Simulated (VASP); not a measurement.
Input of a VASP 6.6.1 run:

The input INCAR:

```
  PREC = Accurate
  ENCUT = 520
  EDIFF = 1E-6
  ISMEAR = 0
  SIGMA = 0.15
  LREAL = F
  LASPH = T
  NELM = 80
  ALGO = Fast
  ISIF = 2
  LWAVE = F
  LCHARG = T
  GGA = PS
  LELF = T
  LVHAR = T
  NBANDS = 14
```

The input KPOINTS:

```
Automatic mesh
0
Gamma
  20 20 20
```

POSCAR

```
AlNi
1.0
    2.0213280872     -2.0971504055      0.0000000000
    2.0213280872      2.0971504055      0.0000000000
    0.0000000000      0.0000000000      2.8694088111
Al Ni
1 1
Direct
    0.0000000000      0.0000000000      0.0000000000
    0.5000000000      0.5000000000      0.5000000000
```

Potentials or basis: VASP PAW PBE potentials, release 64 (Al, Ni).

Launch:

```console
$ cat potpaw_PBE.64/Al/POTCAR potpaw_PBE.64/Ni/POTCAR > POTCAR
$ mpirun -np 1 vasp_std > vasp.out
```

Q: Predict the pressure.

A: -5.8 GPa.

Q: Predict the band gap on the k mesh.

A: Zero (an odd number of electrons rules out a gap without spin polarisation).

Stress tensor (GPa, compression positive):
```
 -2.01   0.00   0.00
  0.00 -10.34   0.00
  0.00   0.00  -5.01
```

Caveat: the cell differs from its parent crystal (strain +0.0375 x Voigt [0, 1, 0, 0, 0, 0]); the cell stands under tension; the PAW data sets were made with another functional, which shifts forces and pressure a little. Spin polarisation is off, so any magnetic state and its effect on volume and gap are missing.
